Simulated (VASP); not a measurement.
# CO2 (I-42d) in VASP: further runs, part 2 of 2

VASP 6.6.1. Earlier steps stand in the parts before.

## (3) Single point, PBE

INCAR

```
ALGO     = Normal         # electronic algorithm
EDIFF    = 1E-6           # SCF threshold, eV
ENCUT    = 520            # plane-wave cutoff, eV
GGA      = PE             # functional
ISIF     = 2              # what is computed and relaxed
ISMEAR   = 0              # smearing method
LASPH    = True           # aspherical terms in the spheres
LCHARG   = False          # write CHGCAR
LREAL    = False          # projectors in reciprocal space
LWAVE    = False          # write WAVECAR
NBANDS   = 25             # bands
NELM     = 80             # most SCF steps
PREC     = Accurate       # precision mode
SIGMA    = 0.01           # smearing width, eV
```

KPOINTS

```
k-points
0
Gamma
  8 8 8
```

POSCAR

```
CO2
1.0
   -1.9548127153      1.9548127153      2.9673315043
    1.9548127153     -1.9548127153      2.9673315043
    1.9548127153      1.9548127153     -2.9673315043
C O
2 4
Direct
    0.0000000000      0.0000000000      0.0000000000
    0.7500000000      0.2500000000      0.5000000000
    0.3750000000      0.2923507872      0.4173507872
    0.7076492128      0.1250000000      0.0826492128
    0.8750000000      0.9576492128      0.5826492128
    0.0423507872      0.6250000000      0.9173507872
```

Potentials or basis: VASP PAW PBE potentials, release 64 (C, O).

Command:

```
$ cat potpaw_PBE.64/C/POTCAR potpaw_PBE.64/O/POTCAR > POTCAR
$ mpirun -np 1 vasp_std > vasp.out
```

OUTCAR:

```text
EDIFF = 1E-6
   ENCUT = 520
   GGA = PE
   ISIF = 2
   ISMEAR = 0
   LASPH = True
   LREAL = False
   NELM = 80
   PREC = Accurate

 ion  position               nearest neighbor table
   1  0.000  0.000  0.000-   3 1.39   4 1.39   5 1.39   6 1.39
   2  0.750  0.250  0.500-   3 1.39   4 1.39   5 1.39   6 1.39
   3  0.375  0.292  0.417-   1 1.39   2 1.39
   4  0.708  0.125  0.083-   1 1.39   2 1.39
   5  0.875  0.958  0.583-   1 1.39   2 1.39
   6  0.042  0.625  0.917-   1 1.39   2 1.39

  LATTYP: Found a body centered tetragonal cell.
 ALAT       =     3.9096254306
 C/A-ratio  =     1.5179620437

  Lattice vectors:

 A1 = (  -1.9548127153,   1.9548127153,   2.9673315043)
 A2 = (   1.9548127153,  -1.9548127153,   2.9673315043)
 A3 = (   1.9548127153,   1.9548127153,  -2.9673315043)

Analysis of symmetry for initial positions (statically):
=====================================================================
 Subroutine PRICEL returns:
 Original cell was already a primitive cell.

 Routine SETGRP: Setting up the symmetry group for a
 body centered tetragonal supercell.

 Subroutine GETGRP returns: Found  8 space group operations
 (whereof  4 operations were pure point group operations)
 out of a pool of 16 trial point group operations.

The static configuration has the point symmetry S_4 .
 The point group associated with its full space group is D_2d.

Analysis of symmetry for dynamics (positions and initial velocities):
=====================================================================
 Subroutine PRICEL returns:
 Original cell was already a primitive cell.

 Routine SETGRP: Setting up the symmetry group for a
 body centered tetragonal supercell.

 Subroutine GETGRP returns: Found  8 space group operations
 (whereof  4 operations were pure point group operations)
 out of a pool of 16 trial point group operations.

The dynamic configuration has the point symmetry S_4 .
 The point group associated with its full space group is D_2d.

 Subroutine INISYM returns: Found  8 space group operations
 (whereof  4 operations are pure point group operations),
 and found     1 'primitive' translations

----------------------------------------------------------------------------------------

                                     Primitive cell

  volume of cell :      45.3562

  direct lattice vectors                    reciprocal lattice vectors
    -1.954812715  1.954812715  2.967331504     0.000000000  0.255778979  0.168501564
     1.954812715 -1.954812715  2.967331504     0.255778979  0.000000000  0.168501564
     1.954812715  1.954812715 -2.967331504     0.255778979  0.255778979  0.000000000

  length of vectors
     4.055569228  4.055569228  4.055569228     0.306293427  0.306293427  0.361726101

  position of ions in fractional coordinates (direct lattice)
     0.000000000  0.000000000  0.000000000
     0.750000000  0.250000000  0.500000000
     0.375000000  0.292350787  0.417350787
     0.707649213  0.125000000  0.082649213
     0.875000000  0.957649213  0.582649213
[... 33 lines left out ...]
 ===========================================

 Found     59 irreducible k-points:

 Following reciprocal coordinates:
            Coordinates               Weight
  0.000000  0.000000  0.000000      1.000000
  0.125000  0.000000 -0.000000      8.000000
  0.250000  0.000000 -0.000000      8.000000
  0.375000  0.000000 -0.000000      8.000000
  0.500000  0.000000 -0.000000      4.000000
  0.125000  0.125000 -0.000000      8.000000
[... 16 lines left out ...]
  0.250000  0.125000  0.125000     16.000000
  0.375000  0.125000  0.125000      8.000000
 [... further k-points ...]
   k-points           NKPTS =     59   k-points in BZ     NKDIM =     59   number of bands    NBANDS=     25
   number of dos      NEDOS =    301   number of ions     NIONS =      6
   total plane-waves  NPLWV =  27000
   dimension x,y,z NGX =    30 NGY =   30 NGZ =   30
   dimension x,y,z NGXF=    60 NGYF=   60 NGZF=   60
   ions per type =               2   4
   NGX,Y,Z   is equivalent  to a cutoff of  12.30, 12.30, 12.30 a.u.
   NGXF,Y,Z  is equivalent  to a cutoff of  24.60, 24.60, 24.60 a.u.
 SYSTEM =  unknown system
   PREC   = accura    normal or accurate (medium, high low for compatibility)
   ISTART =      0    job   : 0-new  1-cont  2-samecut
   ICHARG =      2    charge: 1-file 2-atom 10-const
   ISPIN  =      1    spin polarized calculation?
   LNONCOLLINEAR =      F non collinear calculations
   LSORBIT =      F    spin-orbit coupling
   LASPH  =      T    aspherical Exc in radial PAW
   ENCUT  =  520.0 eV  38.22 Ry    6.18 a.u.   7.54  7.54  7.54*2*pi/ulx,y,z
   NELM   =     80;   NELMIN=  2; NELMDL= -5     # of ELM steps
   EDIFF  = 0.1E-05   stopping-criterion for ELM
   LREAL  =      F    real-space projection
   EDIFFG = 0.1E-04   stopping-criterion for IOM
   NSW    =      0    number of steps for IOM
   IBRION =     -1    ionic relax: 0-MD 1-quasi-New 2-CG
   NFREE  =      0    steps in history (QN), initial steepest desc. (CG)
   ISIF   =      2    stress and relaxation
   ISYM   =      2    0-nonsym 1-usesym 2-fastsym
   POTIM  = 0.5000    time-step for ionic-motion
   TEBEG  =    0.0;   TEEND  =   0.0 temperature during run
   PSTRESS=    0.0 pullay stress
   NELECT =      32.0000    total number of electrons
   NUPDOWN=      -1.0000    fix difference up-down
   EMIN   =  10.00;   EMAX   =-10.00  energy-range for DOS
   EFERMI =   0.00;   METHOD = LEGACY
   ISMEAR =     0;   SIGMA  =   0.01  broadening in eV -4-tet -1-fermi 0-gaus
   EFERMI_NEDOS =   21; number of points for ismear=-14 and -15
   IALGO  =     38    algorithm
   IMIX   =      4    mixing-type and parameters
     AMIX     =   0.40;   BMIX     =  1.00
     AMIX_MAG =   1.60;   BMIX_MAG =  1.00
  volume/ion in A,a.u.               =       7.56        51.01
  Fermi-wavevector in a.u.,A,eV,Ry     =   1.457402  2.754090 28.899055  2.124021
  Thomas-Fermi vector in A             =   2.574208
   LORBIT       =      0    0 simple, 1 ext, 2 COOP (PROOUT), +10 PAW based schemes
   GGA     = PE    functional components
   LHFCALC =     F    Hartree Fock is set to
   AEXX    =    0.0000 exact exchange contribution
   IVDW    =     0    specifies the selected vdW correction
   LEPSILON=     F    determine dielectric tensor
   LRPA    =     F    only Hartree local field effects (RPA)
 non-spin polarized calculation
 Gauss-broadening in eV      SIGMA  =   0.01
  energy-cutoff  :      520.00
  volume of cell :       45.36
 maximum number of plane-waves:      1234
   NGX = 15   NGY = 15   NGZ = 15

 number of electron      31.9999977 magnetization

 Free energy of the ion-electron system (eV)
  ---------------------------------------------------
  ext. energy  EPLUGINS =         0.00000000
  ---------------------------------------------------
  free energy    TOTEN  =       -43.37950748 eV

  energy without entropy =      -43.37950748  energy(sigma->0) =      -43.37950748

 E-fermi :   2.6270     XC(G=0): -11.2638

 val. band max:        2.5170301320   @ k =   0.5000   0.0000  -0.0000
 cond. band min:      10.2524276139   @ k =   0.0000   0.0000   0.0000
 fundamental gap:      7.7353974819
 Fermi energy:         2.6269741847

 k-point     1 :       0.0000    0.0000    0.0000
  band No.  band energies     occupation
      1     -21.7792      2.00000
      2     -16.5545      2.00000
      3     -16.5545      2.00000
      4     -15.8595      2.00000
      5     -12.1851      2.00000
      6      -7.3083      2.00000
[... 661 lines left out ...]
     24      17.0948      0.00000
     25      17.9881      0.00000

 [... further k-points ...]

------------------------ aborting loop because EDIFF is reached ----------------------------------------

  FORCE on cell =-STRESS in cart. coord.  units (eV):
  Direction    XX          YY          ZZ          XY          YZ          ZX
  --------------------------------------------------------------------------------------
  -------------------------------------------------------------------------------------
  Total        2.6653789      2.6653789      2.4684511      0.0000000      0.0000000      0.0000000
  in kB       94.1527845     94.1527845     87.1964372      0.0000000      0.0000000      0.0000000
  external PRESSURE =      91.8340021 kB  Pullay stress =       0.0000000 kB

 VOLUME and BASIS-vectors are now :
 -----------------------------------------------------------------------------
  energy-cutoff  :      520.00
  volume of cell :       45.36
      direct lattice vectors                 reciprocal lattice vectors
    -1.954812715  1.954812715  2.967331504     0.000000000  0.255778979  0.168501564
     1.954812715 -1.954812715  2.967331504     0.255778979  0.000000000  0.168501564
     1.954812715  1.954812715 -2.967331504     0.255778979  0.255778979  0.000000000

 POSITION                                       TOTAL-FORCE (eV/Angst)
 -----------------------------------------------------------------------------------
      0.00000      0.00000      0.00000         0.000000      0.000000     -0.000000
      0.00000      1.95481      1.48367         0.000000      0.000000      0.000000
      0.65428      0.97741      0.74183         0.341460      0.000000     -0.000000
     -0.97741      1.30053      2.22550         0.000000     -0.341460     -0.000000
      1.30053      0.97741      3.70916        -0.341460      0.000000     -0.000000
      2.93222      0.65428     -0.74183         0.000000      0.341460     -0.000000
 -----------------------------------------------------------------------------------
    total drift:                                0.000002      0.000002      0.000003

  FREE ENERGIE OF THE ION-ELECTRON SYSTEM (eV)
  ---------------------------------------------------
  free  energy   TOTEN  =       -43.3795074796 eV

  energy  without entropy=      -43.3795074796  energy(sigma->0) =      -43.37950748
```

Run time: 37 s. Hardware: 1 thread of AMD EPYC 9R45 (Zen 5), shared host; peak memory 0.16 GiB.

What came out:

```
Free energy            : -43.3795 eV
Pressure               : 9.2 GPa
Largest force          : 0.341 eV/Å
Band gap on the k mesh : 7.74 eV, indirect (least direct gap 8.17 eV)
```

Forces on the atoms (eV/Å):
```
C    0.000  0.000  0.000
C    0.000  0.000  0.000
O    0.341  0.000  0.000
O    0.000 -0.341  0.000
O   -0.341  0.000  0.000
O    0.000  0.341  0.000
```

Levels at points of the mesh, in eV from the valence-band top:
| k point | band 14 | band 15 | band 16 | band 17 | band 18 | band 19 |
| --- | --- | --- | --- | --- | --- | --- |
| (0.00, 0.00, 0.00) | -0.88 | -0.88 | -0.43 | 7.74 | 9.49 | 9.49 |
| (0.50, 0.00, 0.00) | -1.43 | -0.43 | 0.00 | 8.43 | 9.71 | 9.91 |
| (0.50, 0.50, 0.00) | -0.66 | -0.54 | -0.54 | 9.14 | 9.14 | 10.12 |
| (0.50, 0.50, 0.50) | -2.89 | -0.03 | -0.03 | 9.03 | 9.03 | 10.95 |

A k mesh can miss the band edges. A hybrid or GW would open this gap; PBE tends to underestimate it.
